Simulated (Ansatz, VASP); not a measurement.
Pt: VASP beside Ansatz

```
Pt
1.0
    -5.84063    5.84063    0.00000
    -5.84063    0.00000    5.84063
     0.00000    5.84063    5.84063
Pt
26
Direct
  0.32615 0.00000 0.00000
  0.00000 0.32615 0.00000
  0.00000 0.00000 0.32615
  0.67385 0.00000 0.00000
  0.33328 0.33328 0.00017
  0.33328 0.00017 0.33328
  0.00000 0.67385 0.00000
  0.00017 0.33328 0.33328
  0.00000 0.00000 0.67385
  0.67385 0.32615 0.00000
  0.67385 0.00000 0.32615
  0.32615 0.67385 0.00000
  0.33328 0.33328 0.33328
  0.32615 0.00000 0.67385
  0.00000 0.67385 0.32615
  0.00000 0.32615 0.67385
  0.66672 0.66672 0.99983
  0.66784 0.33216 0.33216
  0.66672 0.99983 0.66672
  0.33216 0.66784 0.33216
  0.33216 0.33216 0.66784
  0.99983 0.66672 0.66672
  0.66784 0.66784 0.33216
  0.66784 0.33216 0.66784
  0.33216 0.66784 0.66784
  0.66672 0.66672 0.66672
```

Change from the starting cell: Pt vacancy (site a), charge +0, atoms relaxed at the host's cell.

Alike in both runs: functional LDA; k mesh 4 × 4 × 4; occupations gaussian, width 0.1 eV; no spin polarisation.

Ansatz relaxed the structure, and its values are those at the end. VASP's run is a single point on that final structure, the one shown.

```csv
,VASP,Ansatz
version,VASP 6.6.1,Ansatz 0.2.0
potentials or method,"VASP PAW LDA potentials, release 64 (Pt), cutoff 520 eV","scalar-relativistic, plane waves, PAW"
valence electrons in the cell,260,468
```

|  | VASP | Ansatz | Ansatz less VASP |
| --- | --- | --- | --- |
| gap on the k mesh at the Fermi level (eV) | none | none | - |
| rms of the force components (eV/Å) | 0.004 | 0.001 | -0.0038 |

LDA's correlation is that of Perdew and Zunger in VASP and of Perdew and Wang (1992) in Ansatz. A gap of «none» marks a metal or a gap that the smearing closes. VASP's potentials hold 260 valence electrons a cell and Ansatz's 468, so a difference there can come from the potentials and not from the codes.

Spin-orbit coupling is off throughout.
